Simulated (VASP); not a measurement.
Runs of VASP 6.6.1 on ZrS2. The structure is that of space group P-3m1 (No. 164), or close to it. The cells are those of the table. 

| cell | k mesh | smearing | gap on the mesh (eV) | pressure (GPa) | largest force (eV/Å) |
| --- | --- | --- | --- | --- | --- |
| a = 3.564, b = 3.564, c = 5.935 Å, angles 90.0, 90.0, 120.0°, 3 atoms | 12 × 12 × 4 | fermi-dirac 0.02 eV | 0.64 | 4.8 | 0.06 |
| a = 3.748, b = 3.748, c = 5.798 Å, angles 90.0, 90.0, 120.0°, 3 atoms | 6 × 6 × 2 | gaussian 0.01 eV | (b) | -0.6 | 0.02 |
| a = 3.638, b = 3.638, c = 5.886 Å, angles 90.0, 90.0, 120.0°, 3 atoms | 6 × 6 × 2 | gaussian 0.01 eV | 0.84 | (a) | 0.03 |
| a = 3.601, b = 3.601, c = 5.915 Å, angles 90.0, 90.0, 120.0°, 3 atoms | 12 × 12 × 4 | fermi-dirac 0.02 eV | 0.78 | 3.5 | 0.06 |
| a = 3.711, b = 3.711, c = 5.828 Å, angles 90.0, 90.0, 120.0°, 3 atoms | 6 × 6 × 2 | gaussian 0.01 eV | 0.92 | 0.3 | 0.02 |
| a = 3.564, b = 3.564, c = 5.935 Å, angles 90.0, 90.0, 120.0°, 3 atoms | 6 × 6 × 2 | gaussian 0.01 eV | 0.63 | 5.0 | 0.04 |
| a = 3.601, b = 3.601, c = 5.915 Å, angles 90.0, 90.0, 120.0°, 3 atoms | 6 × 6 × 2 | gaussian 0.01 eV | 0.78 | 3.7 | 0.04 |
| a = 3.821, b = 3.821, c = 5.740 Å, angles 90.0, 90.0, 120.0°, 3 atoms | 6 × 6 × 2 | gaussian 0.01 eV | 1.04 | -2.4 | - |

Alike in all rows: task single point; level PBE; potentials or basis VASP PAW PBE potentials, release 64 (Zr_sv, S); no spin polarisation; cutoff (eV) 500.

Task: Estimate the missing entries.

Result: (a) 2.5; (b) 0.96.

Caveats: some runs use coarse meshes; this functional lacks dispersion, which binds the layers, so the pressure and a relaxed spacing across them are unreliable.

A k mesh can miss the band edges, and the runs leave out spin-orbit coupling on Zr.
